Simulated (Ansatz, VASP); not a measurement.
# Sc in VASP and in Ansatz

```
Sc
1.0
    -1.84792    1.84792    1.83873
     1.84792   -1.84792    1.83873
     1.82953    1.82953   -1.83873
Sc
1
Direct
  0.00000 0.00000 0.00000
```

Change from the starting cell: xy shear strain of -1 %.

Alike in both runs: task single point; functional PBE; k mesh 13 × 13 × 13; occupations fermi-dirac, width 0.05 eV; no spin polarisation.

```csv
,VASP,Ansatz
version,VASP 6.6.1,Ansatz 0.2.0
potentials or method,"VASP PAW PBE potentials, release 64 (Sc_sv), cutoff 520 eV","all-electron LAPW, scalar-relativistic"
```

```csv
,VASP,Ansatz,Ansatz less VASP
pressure (GPa),0.0,0.0,-0.03
"traceless stress, the component that is largest in VASP (GPa)",0.32,0.32,-0.003
```

Ansatz ran all-electron here, and VASP with PAW potentials.
